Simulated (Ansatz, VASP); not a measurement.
## LaTlO2: VASP beside Ansatz

File POSCAR:

```
LaTlO2
1.0
    3.8076478760      0.0000000000      0.0000000000
    0.0000000000      4.1655815364      0.0000000000
    0.0000000000      0.0000000000     10.7016502723
Tl O La
2 4 2
Direct
    0.0000000000      0.0000000000      0.8849813511
    0.5000000000      0.5000000000      0.1150186489
    0.0000000000      0.5000000000      0.7624884353
    0.5000000000      0.0000000000      0.2375115647
    0.0000000000      0.5000000000      0.4693710927
    0.5000000000      0.0000000000      0.5306289073
    0.0000000000      0.0000000000      0.3826520493
    0.5000000000      0.5000000000      0.6173479507
```

The input INCAR.step1:

```
SYSTEM = LaTlO2
ALGO = Normal
EDIFF = 1E-5
ENCUT = 660
GGA = PE
GGA_COMPAT = .FALSE.
ISMEAR = 0
LASPH = .TRUE.
LCHARG = .FALSE.
LMAXMIX = 6
LREAL = .FALSE.
LWAVE = .TRUE.
NBANDS = 46
NELM = 200
PREC = Accurate
SIGMA = 0.01
```

Contents of INCAR.step2:

```
SYSTEM = LaTlO2
ALGO = Normal
EDIFF = 1E-6
ENCUT = 660
GGA_COMPAT = .FALSE.
ISIF = 2
ISMEAR = 0
ISTART = 1
LASPH = .TRUE.
LCHARG = .FALSE.
LMAXMIX = 6
LMIXTAU = .TRUE.
LREAL = .FALSE.
LWAVE = .FALSE.
METAGGA = R2SCAN
NBANDS = 46
NELM = 200
PREC = Accurate
SIGMA = 0.01
```

The input KPOINTS:

```
k-points
0
G
  6 6 2
  0 0 0
```

Input for Ansatz:

```yaml
crystal:
  lattice:
    - [3.807647876, 0.0, 0.0]
    - [0.0, 4.1655815364, 0.0]
    - [0.0, 0.0, 10.7016502723]
  atoms:
    - { symbol: Tl, position: [0.0, 0.0, 0.8849813511] }
    - { symbol: O, position: [0.0, 0.5, 0.7624884353] }
    - { symbol: Tl, position: [0.5, 0.5, 0.1150186489] }
    - { symbol: O, position: [0.5, 0.0, 0.2375115647] }
    - { symbol: La, position: [0.0, 0.0, 0.3826520493] }
    - { symbol: O, position: [0.0, 0.5, 0.4693710927] }
    - { symbol: La, position: [0.5, 0.5, 0.6173479507] }
    - { symbol: O, position: [0.5, 0.0, 0.5306289073] }
kpoints:
  mp_grid: { grid: [6, 6, 2] }
hamiltonian:
  xc: r2scan
scf:
  occupations: { method: fixed }
  n_extra_bands: 6
output:
  forces: true
  stress: true
  eigenvalues: true
```

Alike in both runs: task single point; functional r2SCAN; k mesh 6 × 6 × 2; no spin polarisation.

|  | VASP | Ansatz |
| --- | --- | --- |
| version | VASP 6.6.1 | Ansatz 0.2.0 |
| potentials or method | VASP PAW PBE potentials, release 64 (Tl_d, O, La) | plane waves, PAW |
| plane-wave cutoff (eV) | 660 | 500 |
| occupations | gaussian, width 0.01 eV | fixed |
| valence electrons in the cell | 72 | 72 |

```tsv
	VASP	Ansatz	Ansatz less VASP
gap on the k mesh at the Fermi level (eV)	0.95	0.95	+0.004
pressure (GPa)	2.3	2.6	+0.29
rms of the force components (eV/Å)	0.087	0.095	+0.0080
```

VASP's potentials were made for PBE, not for r2SCAN.

Spin-orbit coupling is off throughout.
